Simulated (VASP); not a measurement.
Here is a VASP 6.6.1 calculation.

INCAR

```
PREC = Accurate ; ENCUT = 600
EDIFF = 1E-6 ; ISMEAR = -1
SIGMA = 0.05 ; LREAL = False
LASPH = True ; NELM = 120
ALGO = Normal ; ISIF = 2
LWAVE = False ; LCHARG = False
GGA = CA ; NBANDS = 60
GGA_COMPAT = False
```

KPOINTS

```
Automatic mesh
0
Gamma
  8 8 4
```

File POSCAR:

```
TiO2
1.0
    6.0312298337     -1.8491393721      0.0016705911
    6.0312298337      1.8491393721      0.0016705911
   -1.8882683145      0.0000000000      6.1896124868
Ti O
4 8
Direct
    0.8990643097      0.8990643097      0.2918017551
    0.1953072249      0.1953072249      0.2848684077
    0.1009356903      0.1009356903      0.7081982449
    0.8046927751      0.8046927751      0.7151315923
    0.3618356843      0.3618356843      0.2952104109
    0.2635069621      0.2635069621      0.6502613773
    0.8660433023      0.8660433023      0.9965145188
    0.7364930379      0.7364930379      0.3497386227
    0.9415498084      0.9415498084      0.6297448340
    0.1339566977      0.1339566977      0.0034854812
    0.6381643157      0.6381643157      0.7047895891
    0.0584501916      0.0584501916      0.3702551660
```

Potentials or basis: VASP PAW LDA potentials, release 64 (Ti_sv, O).

The run is started by

```sh
$ cat potpaw_LDA.64/Ti_sv/POTCAR potpaw_LDA.64/O/POTCAR > POTCAR
$ mpirun -np 1 vasp_std > vasp.out
```

(1) What does it give for the largest force?

(2) Estimate the band gap on the k mesh.

(3) Estimate the pressure.

## Answers

(1) 0.139 eV/Å.

(2) 2.82 eV (least direct gap 3.02 eV).

(3) 1.0 GPa.
